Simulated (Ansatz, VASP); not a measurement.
**NaI in VASP and in Ansatz**

Contents of INCAR:

```
PREC = Accurate ; ENCUT = 520
EDIFF = 1E-6 ; ISMEAR = 0
SIGMA = 0.05 ; LREAL = F
LASPH = T ; NELM = 100
ALGO = Normal ; ISIF = 2
LWAVE = F ; LCHARG = F
GGA = PE ; NBANDS = 14
```

Contents of KPOINTS:

```
regular mesh
0
Gamma
  6 6 6
```

File POSCAR:

```
NaI
1.0
   -0.0323640000      3.2364000000      3.2364000000
    3.2040360000      0.0000000000      3.2040360000
    3.2364000000      3.2364000000     -0.0323640000
Na I
1 1
Direct
    0.0000000000      0.0000000000      0.0000000000
    0.5000000000      0.5000000000      0.5000000000
```

Input for Ansatz:

```yaml
crystal:
  lattice:
    - [-0.032364, 3.2364, 3.2364]
    - [3.204036, 0.0, 3.204036]
    - [3.2364, 3.2364, -0.032364]
  atoms:
    - { symbol: Na, position: [0.0, 0.0, 0.0] }
    - { symbol: I, position: [0.5, 0.5, 0.5] }
basis:
  ecutwfc: 420
kpoints:
  mp_grid: { grid: [6, 6, 6] }
hamiltonian:
  xc: pbe
scf:
  occupations: { method: gaussian, width: 0.05 }
output:
  forces: true
  stress: true
  eigenvalues: true
```

Change from the starting cell: strain -0.0200 x Voigt [0, 0, 0, 0, 1, 0], atoms carried along.

Alike in both runs: task single point; functional PBE; k mesh 6 × 6 × 6; occupations gaussian, width 0.05 eV; no spin polarisation.

```csv
,VASP,Ansatz
version,VASP 6.6.1,Ansatz 0.2.0
potentials or method,"VASP PAW PBE potentials, release 64 (Na_pv, I), cutoff 520 eV","scalar-relativistic, plane waves, PAW"
valence electrons in the cell,14,26
```

Ansatz gave:

| Property | Result |
| --- | --- |
| gap on the k mesh at the Fermi level (eV) | 3.60 |
| least direct gap on the mesh (eV) | 3.60 |
| pressure (GPa) | 0.4 |
| traceless stress, the component that is largest in VASP (GPa) | 0.14 |

**Question.** What did VASP give for the same quantities?

**Answer.** gap on the k mesh at the Fermi level (eV): 3.59; least direct gap on the mesh (eV): 3.59; pressure (GPa): 0.4; traceless stress, the component that is largest in VASP (GPa): 0.14.

VASP's potentials hold 14 valence electrons a cell and Ansatz's 26, so a difference there can come from the potentials and not from the codes.

Neither program's run includes spin-orbit coupling.
